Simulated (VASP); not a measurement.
The system is B.

```xyz
4
Lattice="-1.6947 1.6947 2.7213 1.6947 -1.6947 2.7213 1.6947 1.6947 -2.7213" Properties=species:S:1:pos:R:3 pbc="T T T"
B     0.7466    2.4413    0.0000
B     0.9480   -0.7466    2.7213
B     0.7466    0.9480    2.7213
B     0.9480    0.7466    0.0000
```

* Program: VASP 6.6.1
* Task: relaxation of cell and atoms
* Functional: PBE
* Potentials or basis: VASP PAW PBE potentials, release 64 (B)
* Cutoff: 600 eV
* k mesh: 8 × 8 × 8
* Occupations: gaussian, width 0.1 eV
* Spin: no spin polarisation

At the start: pressure 9.2 GPa; volume 7.82 Å³/atom.

Question: How do energy, volume and symmetry change on relaxing?

Answer: Over 29 steps the energy falls by 715.6 meV/atom and the volume is 10.76 Å³/atom (+37.7 %); space group I4/mcm (No. 140, to 0.05 Å).

Step by step:
| step | energy change (eV) | largest force (eV/Å) | pressure (GPa) | volume (Å³) |
| --- | --- | --- | --- | --- |
| 1 | 0.0000 | 2.8311 | 9.24 | 31.26 |
| 2 | -1.2371 | 1.6363 | -19.13 | 33.33 |
| 3 | -1.3030 | 1.1316 | -23.23 | 33.78 |
| 4 | -1.8395 | 1.3341 | -10.72 | 31.76 |
| 5 | -1.8417 | 1.0833 | -11.93 | 31.88 |
| 6 | -2.2736 | 1.3395 | 12.15 | 29.96 |
| 7 | -2.2753 | 1.3673 | 14.24 | 29.83 |
| 8 | -2.4557 | 0.6090 | 10.87 | 30.83 |
| 9 | -2.4561 | 0.7318 | 10.76 | 30.90 |
| 10 | -2.5738 | 0.5221 | 3.37 | 32.53 |
| 11 | -2.6295 | 0.1090 | -8.34 | 35.91 |
| 12 | -2.6953 | 0.1346 | -6.63 | 36.64 |
| 13 | -2.7667 | 0.7331 | -2.64 | 38.10 |
| 14 | -2.7722 | 0.9281 | -1.38 | 38.59 |
| 15 | -2.8234 | 0.1893 | 1.03 | 38.85 |
| 16 | -2.8279 | 0.1220 | 2.29 | 38.96 |
| 17 | -2.8280 | 0.0963 | 2.18 | 38.95 |
| 18 | -2.8329 | 0.1394 | 1.48 | 39.34 |
| 19 | -2.8416 | 0.2567 | -0.47 | 40.50 |
| 20 | -2.8314 | 0.5045 | -4.26 | 42.88 |
| 21 | -2.8426 | 0.3137 | -1.39 | 41.07 |
| 22 | -2.8454 | 0.2741 | -1.37 | 41.25 |
| 23 | -2.8525 | 0.1567 | -1.31 | 41.78 |
| 24 | -2.8594 | 0.0926 | -1.21 | 42.85 |
| 25 | -2.8595 | 0.1313 | -1.19 | 43.01 |
| 26 | -2.8615 | 0.0917 | -0.51 | 43.01 |
| 27 | -2.8622 | 0.0501 | 0.20 | 43.01 |
| 28 | -2.8622 | 0.0460 | 0.27 | 43.01 |
| 29 | -2.8624 | 0.0060 | 0.14 | 43.04 |

Final structure:
```
CELL_PARAMETERS angstrom
-1.63638 1.63638 4.01869
1.63638 -1.63638 4.01869
1.63638 1.63638 -4.01869
ATOMIC_POSITIONS crystal
B 0.67244 0.17244 0.84488
B 0.32756 0.82756 0.15512
B 0.82756 0.67244 0.50000
B 0.17244 0.32756 0.50000
```

Caveat: the volume moved by over 15 % at a fixed basis, so the end points are rough.
